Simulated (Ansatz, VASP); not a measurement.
**Al: VASP beside Ansatz**

Contents of POSCAR:

```
Al
1.0
    2.8270770242      0.0000000000      0.0000000000
   -1.4135385121      2.4483205214      0.0000000000
    0.0000000000      0.0000000000      9.1859930700
Al
4
Direct
    0.6666666667      0.3333333333      0.7500000000
    0.0000000000      0.0000000000      0.5000000000
    0.3333333333      0.6666666667      0.2500000000
    0.0000000000      0.0000000000      0.0000000000
```

Contents of INCAR.step1:

```
PREC     = Accurate       # precision mode
ENCUT    = 520            # plane-wave cutoff, eV
ISMEAR   = -1             # smearing method
SIGMA    = 0.05           # smearing width, eV
LREAL    = False          # projectors in reciprocal space
LASPH    = True           # aspherical terms in the spheres
NELM     = 60             # most SCF steps
NBANDS   = 14             # bands
GGA      = PE             # functional
ALGO     = Normal         # electronic algorithm
EDIFF    = 1E-4           # SCF threshold, eV
LWAVE    = True           # write WAVECAR
LCHARG   = False          # write CHGCAR
```

The input INCAR.step2:

```
PREC     = Accurate       # precision mode
ENCUT    = 520            # plane-wave cutoff, eV
EDIFF    = 1E-6           # SCF threshold, eV
ISMEAR   = -1             # smearing method
SIGMA    = 0.05           # smearing width, eV
LREAL    = False          # projectors in reciprocal space
LASPH    = True           # aspherical terms in the spheres
NELM     = 60             # most SCF steps
ALGO     = Normal         # electronic algorithm
ISIF     = 2              # what is computed and relaxed
LWAVE    = False          # write WAVECAR
LCHARG   = True           # write CHGCAR
METAGGA  = R2SCAN         # meta-GGA
LMIXTAU  = True         
LELF     = True           # ELF
LVHAR    = True         
NBANDS   = 14             # bands
ISTART   = 1
```

File KPOINTS:

```
regular mesh
0
Gamma
  11 11 3
```

File input.yaml:

```yaml
crystal:
  lattice:
    - [2.8270770242, 0.0, 0.0]
    - [-1.4135385121, 2.4483205214, 0.0]
    - [0.0, 0.0, 9.18599307]
  atoms:
    - { symbol: Al, position: [0.6666666667, 0.3333333333, 0.75] }
    - { symbol: Al, position: [0.0, 0.0, 0.5] }
    - { symbol: Al, position: [0.3333333333, 0.6666666667, 0.25] }
    - { symbol: Al, position: [0.0, 0.0, 0.0] }
hamiltonian:
  xc: r2scan
  pseudopotentials: { kind: paw }
kpoints:
  mp_grid: { grid: [11, 11, 3] }
scf:
  occupations: { method: fermi_dirac, width: 0.05 }
output:
  forces: true
  stress: true
  eigenvalues: true
  write_density: true
  write_potential: true
  elf: true
  volumetric_format: npy
```

Alike in both runs: task single point; functional r2SCAN; k mesh 11 × 11 × 3; occupations fermi-dirac, width 0.05 eV; no spin polarisation.

|  | VASP | Ansatz |
| --- | --- | --- |
| version | VASP 6.6.1 | Ansatz 0.2.0 |
| potentials or method | VASP PAW PBE potentials, release 64 (Al) | Ansatz PAW |
| plane-wave cutoff (eV) | 520 | 500 |
| valence electrons in the cell | 12 | 12 |

```csv
,VASP,Ansatz,Ansatz less VASP
gap on the k mesh at the Fermi level (eV),none,none,-
pressure (GPa),0.1,0.5,+0.33
"traceless stress, the component that is largest in VASP (GPa)",1.42,1.43,+0.006
```

VASP's potentials were made for PBE, not for r2SCAN. A gap of «none» marks a metal or a gap that the smearing closes.
